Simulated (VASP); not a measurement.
Write the native input for VASP 6.6.1 that does the following.

| Quantity | Value |
| --- | --- |
| Task | single point |
| Functional | PBEsol |
| Dispersion | D3(BJ) |
| Potentials or basis | VASP PAW PBE potentials, release 64 (Cd_sv_GW) |
| Cutoff | 630 eV |
| k mesh | 9 × 9 × 4 |
| Occupations | fermi-dirac, width 0.1 eV |
| Spin | no spin polarisation |
| Dipole correction | no |
| Further INCAR settings | ALGO = Normal; EDIFF = 1e-06; NBANDS = 27 |

The structure of Cd lies in POSCAR:

```
Cd
1.0
    2.9044053313      0.0000000000      0.0000000000
   -1.4522026656      2.5152887998      0.0000000000
    0.0000000000      0.0000000000      5.4772221089
Cd
2
Direct
    0.3333333333      0.6666666667      0.2500000000
    0.6666666667      0.3333333333      0.7500000000
```

The input as run:

INCAR

```
  PREC = Accurate
  ENCUT = 630
  EDIFF = 1E-6
  ISMEAR = -1
  SIGMA = 0.1
  LREAL = False
  LASPH = True
  NELM = 120
  ALGO = Normal
  ISIF = 2
  LWAVE = False
  LCHARG = False
  GGA = PS
  IVDW = 12
  NBANDS = 27
  GGA_COMPAT = False
```

KPOINTS

```
Automatic mesh
0
Gamma
  9 9 4
```

Potentials or basis: VASP PAW PBE potentials, release 64 (Cd_sv_GW).

Command:

```console
$ cat potpaw_PBE.64/Cd_sv_GW/POTCAR > POTCAR
$ mpirun -np 1 vasp_std > vasp.out
```

It gave:

The pressure is -0.3 GPa. The band gap on the k mesh is zero (bands 20 and 21 overlap by 4.01 eV) and the dispersion energy per atom is -0.449 eV.

Caveat: the PAW data sets were made with another functional, which shifts forces and pressure a little.

Run time: 16 s on 1 thread of Intel(R) Xeon(R) 6975P-C (Granite Rapids), on a shared host, peak memory 0.21 GiB.
